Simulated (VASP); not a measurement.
Here is a VASP 6.6.1 calculation.

The input INCAR:

```
SYSTEM = BiS
PREC     = Accurate       ! precision mode
ENCUT    = 520            ! plane-wave cutoff, eV
EDIFF    = 1E-6           ! SCF threshold, eV
ISMEAR   = -1             ! smearing method
SIGMA    = 0.05           ! smearing width, eV
LREAL    = .FALSE.        ! projectors in reciprocal space
LASPH    = .TRUE.         ! aspherical terms in the spheres
NELM     = 100            ! most SCF steps
ALGO     = Normal         ! electronic algorithm
ISIF     = 2              ! what is computed and relaxed
LWAVE    = .FALSE.        ! write WAVECAR
LCHARG   = .FALSE.        ! write CHGCAR
GGA      = RP             ! functional
IVDW     = 12             ! dispersion correction
NBANDS   = 18             ! bands
```

Contents of KPOINTS:

```
Automatic mesh
0
G
  7 7 7
  0 0 0
```

File POSCAR:

```
BiS
1.0
    3.2918024132      0.0000000000      0.0000000000
    0.0000000000      3.2918024132      0.0000000000
    0.0000000000      0.0000000000      3.2918024132
Bi S
1 1
Direct
    0.5000000000      0.5000000000      0.5000000000
    0.0000000000      0.0000000000      0.0000000000
```

Potentials or basis: VASP PAW PBE potentials, release 64 (Bi_d, S).

Command:

```bash
$ cat potpaw_PBE.64/Bi_d/POTCAR potpaw_PBE.64/S/POTCAR > POTCAR
$ mpirun -np 1 vasp_std > vasp.out
```

Question: Predict the pressure.

Answer: -0.2 GPa.

Question: Estimate the dispersion energy per atom.

Answer: -3.007 eV.

Caveat: the PAW data sets were made with another functional, which shifts forces and pressure a little; pairwise dispersion overbinds metals, which lowers pressure and volume.
